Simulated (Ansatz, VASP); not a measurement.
**One calculation of ZnO, two programs**

INCAR

```
PREC     = Accurate       # precision mode
ENCUT    = 520            # plane-wave cutoff, eV
EDIFF    = 1E-6           # SCF threshold, eV
ISMEAR   = 0              # smearing method
SIGMA    = 0.05           # smearing width, eV
LREAL    = F              # projectors in reciprocal space
LASPH    = T              # aspherical terms in the spheres
NELM     = 60             # most SCF steps
ALGO     = Normal         # electronic algorithm
ISIF     = 2              # what is computed and relaxed
LWAVE    = F              # write WAVECAR
LCHARG   = F              # write CHGCAR
GGA      = PS             # functional
NBANDS   = 26             # bands
```

KPOINTS

```
regular mesh
0
Gamma
  9 9 6
```

Contents of POSCAR:

```
ZnO
1.0
    3.2493987239      0.0000000000      0.0000000000
   -1.6246993619      2.8140618419      0.0000000000
    0.0000000000      0.0000000000      5.3338950000
Zn O
2 2
Direct
    0.3333333333      0.6666666667      0.0000000000
    0.6666666667      0.3333333333      0.5000000000
    0.3333333333      0.6666666667      0.3821000000
    0.6666666667      0.3333333333      0.8821000000
```

Input for Ansatz:

```yaml
crystal:
  lattice:
    - [3.2493987239, 0.0, 0.0]
    - [-1.6246993619, 2.8140618419, 0.0]
    - [0.0, 0.0, 5.333895]
  atoms:
    - { symbol: Zn, position: [0.3333333333, 0.6666666667, 0.0] }
    - { symbol: Zn, position: [0.6666666667, 0.3333333333, 0.5] }
    - { symbol: O, position: [0.3333333333, 0.6666666667, 0.3821] }
    - { symbol: O, position: [0.6666666667, 0.3333333333, 0.8821] }
basis:
  ecutwfc: 420
kpoints:
  mp_grid: { grid: [9, 9, 6] }
hamiltonian:
  xc: pbesol
scf:
  occupations: { method: gaussian, width: 0.05 }
output:
  forces: true
  stress: true
  eigenvalues: true
```

Change from the starting cell: strain +0.000 along x and y, +0.025 along z, atoms carried along.

Alike in both runs: task single point; functional PBEsol; k mesh 9 × 9 × 6; occupations gaussian, width 0.05 eV; no spin polarisation.

|  | VASP | Ansatz |
| --- | --- | --- |
| version | VASP 6.6.1 | Ansatz 0.2.0 |
| potentials or method | VASP PAW PBE potentials, release 64 (Zn, O), cutoff 520 eV | scalar-relativistic, plane waves, PAW |
| valence electrons in the cell | 36 | 36 |

|  | VASP | Ansatz | Ansatz less VASP |
| --- | --- | --- | --- |
| gap on the k mesh at the Fermi level (eV) | 0.62 | 0.63 | +0.015 |
| least direct gap on the mesh (eV) | 0.62 | 0.63 | +0.015 |
| pressure (GPa) | -3.6 | -4.5 | -0.87 |
| traceless stress, the component that is largest in VASP (GPa) | -2.93 | -2.78 | +0.145 |
| rms of the force components (eV/Å) | 0.113 | 0.105 | -0.0082 |

VASP's potentials were made for PBE, not for PBEsol. Atom by atom the forces differ by 0.008 eV/Å (rms over components).
